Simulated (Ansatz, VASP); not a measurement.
## Fe in VASP and in Ansatz

```
CELL_PARAMETERS angstrom
2.34042 0.00000 0.00000
0.00000 2.34042 0.00000
0.00000 0.00000 2.34042
ATOMIC_POSITIONS crystal
Fe 0.00000 0.00000 0.00000
```

Alike in both runs: task single point; functional BLYP; k mesh 15 × 15 × 15; occupations fermi-dirac, width 0.05 eV; collinear spin.

|  | VASP | Ansatz |
| --- | --- | --- |
| version | VASP 6.6.1 | Ansatz 0.2.0 |
| potentials or method | VASP PAW PBE potentials, release 64 (Fe), cutoff 520 eV | plane waves (420 eV) with PAW, scalar-relativistic |
| valence electrons in the cell | 8 | 16 |

```csv
,VASP,Ansatz,Ansatz less VASP
pressure (GPa),10.8,11.1,+0.30
net moment per atom (μB),2.26,2.26,+0.007
size of the moment on the site where the two differ most (μB),2.24,2.23,-0.005
```

VASP's potentials were made for PBE, not for BLYP. Site moments also hang on the region over which each program counts them. VASP's potentials hold 8 valence electrons a cell and Ansatz's 16, so a difference there can come from the potentials and not from the codes.
